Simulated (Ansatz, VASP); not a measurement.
# SnO2: VASP beside Ansatz

```xyz
6
Lattice="-2.0263 2.0263 5.1807 2.0263 -2.0263 5.1807 2.0263 2.0263 -5.1807" Properties=species:S:1:pos:R:3 pbc="T T T"
Sn    0.0000    2.0263    2.5903
Sn    0.0000    0.0000    0.0000
O     0.0000    0.0000    7.6775
O     0.0000    2.0263    4.6875
O     0.0000    0.0000    2.0972
O     0.0000    2.0263    0.4932
```

Alike in both runs: task single point; functional PBE; k mesh 10 × 10 × 10; occupations gaussian, width 0.05 eV; no spin polarisation.

|  | VASP | Ansatz |
| --- | --- | --- |
| version | VASP 6.6.1 | Ansatz 0.2.0 |
| potentials or method | VASP PAW PBE potentials, release 64 (Sn_d, O), cutoff 520 eV | scalar-relativistic, plane waves, PAW |
| valence electrons in the cell | 52 | 52 |

|  | VASP | Ansatz | Ansatz less VASP |
| --- | --- | --- | --- |
| gap on the k mesh at the Fermi level (eV) | 0.07 | 0.09 | +0.019 |
| least direct gap on the mesh (eV) | 0.73 | 0.74 | +0.010 |
| pressure (GPa) | -0.6 | -1.2 | -0.53 |
| traceless stress, the component that is largest in VASP (GPa) | -2.44 | -2.43 | +0.008 |
| rms of the force components (eV/Å) | 0.759 | 0.759 | -0.0009 |

Atom by atom the forces differ by 0.019 eV/Å (rms over components).
